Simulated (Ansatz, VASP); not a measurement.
**Re in VASP and in Ansatz**

```xyz
2
Lattice="2.7631 0.0000 0.0000 -1.3815 2.3929 0.0000 0.0000 0.0000 4.5371" Properties=species:S:1:pos:R:3 pbc="T T T"
Re    0.0000    1.5953    1.1343
Re    1.3815    0.7976    3.4028
```

Alike in both runs: task single point; functional PBE; k mesh 18 × 18 × 10; occupations gaussian, width 0.1 eV; no spin polarisation.

```csv
,VASP,Ansatz
version,VASP 6.6.1,Ansatz 0.2.0
potentials or method,"VASP PAW PBE potentials, release 64 (Re), cutoff 520 eV","scalar-relativistic, plane waves, PAW"
valence electrons in the cell,14,30
```

```csv
,VASP,Ansatz,Ansatz less VASP
gap on the k mesh at the Fermi level (eV),none,none,-
pressure (GPa),-1.6,-1.1,+0.52
"traceless stress, the component that is largest in VASP (GPa)",-4.88,-4.84,+0.034
```

A gap of «none» marks a metal or a gap that the smearing closes. The functional is the same, so the differences come from potentials, cutoffs and numerics. VASP's potentials hold 14 valence electrons a cell and Ansatz's 30, so a difference there can come from the potentials and not from the codes.

Neither program's run includes spin-orbit coupling.
